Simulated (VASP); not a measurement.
Wanted: the native input for a VASP 6.6.1 run.

```
Task                   : electric field gradients
Functional             : PBEsol
Potentials or basis    : VASP PAW PBE potentials, release 64 (Ga_d, P)
Cutoff                 : 520 eV
k mesh                 : 12 × 12 × 12
Occupations            : fermi-dirac, width 0.08 eV
Spin                   : no spin polarisation
Dipole correction      : no
Further INCAR settings : ALGO = Normal; EDIFF = 1e-08; NBANDS = 16
```

The structure of GaP lies in POSCAR:

```
GaP
1.0
    0.0000000000      2.7252500000      2.7252500000
    2.7252500000      0.0000000000      2.7252500000
    2.7252500000      2.7252500000      0.0000000000
Ga P
1 1
Direct
    0.0000000000      0.0000000000      0.0000000000
    0.7500000000      0.7500000000      0.7500000000
```

These files were run (other wordings do the same):

INCAR

```
ALGO = Normal
EDIFF = 1E-8
ENCUT = 520
GGA = PS
ISIF = 2
ISMEAR = -1
LASPH = True
LCHARG = False
LEFG = True
LREAL = False
LWAVE = False
NBANDS = 16
NELM = 60
PREC = Accurate
SIGMA = 0.08
```

KPOINTS

```
k-points
0
Gamma
  12 12 12
```

Potentials or basis: VASP PAW PBE potentials, release 64 (Ga_d, P).

The run is started by

```bash
$ cat potpaw_PBE.64/Ga_d/POTCAR potpaw_PBE.64/P/POTCAR > POTCAR
$ mpirun -np 1 vasp_std > vasp.out
```

It gave:

```
Pressure               : -0.6 GPa
Band gap on the k mesh : 1.47 eV, indirect (least direct gap 1.75 eV)
```

Caveat: without QUAD_EFG the Cq values of the log hold for a quadrupole moment of 1 mb, not for the nuclei; the PAW data sets were made with another functional, which shifts forces and pressure a little.

Wall time 32 s on 1 thread of AMD EPYC 9R45 96-Core Processor (Zen 5), on a shared host, peak memory 0.16 GiB.
